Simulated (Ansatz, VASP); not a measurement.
## One calculation of KCl, two programs

Contents of INCAR:

```
  PREC = Accurate
  ENCUT = 520
  EDIFF = 1E-6
  ISMEAR = 0
  SIGMA = 0.05
  LREAL = F
  LASPH = T
  NELM = 80
  ALGO = Normal
  ISIF = 2
  LWAVE = F
  LCHARG = T
  GGA = PE
  LELF = T
  LVHAR = T
  NBANDS = 15
```

Contents of KPOINTS:

```
Automatic mesh
0
Gamma
  8 8 8
```

The input POSCAR:

```
KCl
1.0
    3.3538466259      0.0000000000      0.0000000000
    0.0000000000      3.3538466259      0.0000000000
    0.0000000000      0.0000000000      5.0307699388
K Cl
1 1
Direct
    0.0000000000      0.0000000000      0.0000000000
    0.5000000000      0.5000000000      0.5000000000
```

Input for Ansatz:

```yaml
crystal:
  lattice:
    - [3.3538466259, 0.0, 0.0]
    - [0.0, 3.3538466259, 0.0]
    - [0.0, 0.0, 5.0307699388]
  atoms:
    - { symbol: K, position: [0.0, 0.0, 0.0] }
    - { symbol: Cl, position: [0.5, 0.5, 0.5] }
basis:
  ecutwfc: 420
kpoints:
  mp_grid: { grid: [8, 8, 8] }
hamiltonian:
  xc: pbe
scf:
  occupations: { method: gaussian, width: 0.05 }
output:
  forces: true
  stress: true
  eigenvalues: true
```

Alike in both runs: task single point; functional PBE; k mesh 8 × 8 × 8; occupations gaussian, width 0.05 eV; no spin polarisation.

|  | VASP | Ansatz |
| --- | --- | --- |
| version | VASP 6.6.1 | Ansatz 0.2.0 |
| potentials or method | VASP PAW PBE potentials, release 64 (K_sv, Cl), cutoff 520 eV | scalar-relativistic, plane waves, PAW |
| valence electrons in the cell | 16 | 16 |

```tsv
	VASP	Ansatz	Ansatz less VASP
gap on the k mesh at the Fermi level (eV)	1.81	1.81	-0.003
least direct gap on the mesh (eV)	2.09	2.09	-0.003
pressure (GPa)	0.4	0.4	+0.01
traceless stress, the component that is largest in VASP (GPa)	-13.90	-13.92	-0.017
```

With one functional, cell and mesh, what is left measures potentials, basis and numerics.
